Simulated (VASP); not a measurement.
TaIn4, 5 atoms in the cell. It takes space group Im-3m (No. 229, cubic). The conventional cell has a = 6.568 Å, b = 6.568 Å, c = 6.568 Å, α = 90.00°, β = 90.00°, γ = 90.00°. Ta (site symmetry m-3m) has 8 In at 2.84 Å within 3.7 Å. Within 3.7 Å of In (site symmetry -3m) lie 2 Ta at 2.84 Å and 6 In at 3.28 Å. 

- Program: VASP 6.6.1
- Task: single point
- Functional: PBE
- Potentials or basis: VASP PAW PBE potentials, release 64 (Ta_pv, In_d)
- Cutoff: 520 eV
- k mesh: 4 × 4 × 4
- Occupations: gaussian, width 0.2 eV
- Spin: no spin polarisation
- Dipole correction: no
- Further INCAR settings: ALGO = Normal; EDIFF = 1e-07; NBANDS = 40

Potentials or basis: VASP PAW PBE potentials, release 64 (Ta_pv, In_d).

Run with:

```sh
$ cat potpaw_PBE.64/Ta_pv/POTCAR potpaw_PBE.64/In_d/POTCAR > POTCAR
$ mpirun -np 1 vasp_std > vasp.out
```

Hardware: 1 thread of Intel Xeon 6975P-C, with other jobs on the host.

Question: How long does it take, and how much memory?

Answer: Run time: 59 s on 1 thread of Intel Xeon 6975P-C (shared host), peak memory 0.27 GiB. Counts: scf iterations 16, k points 8.
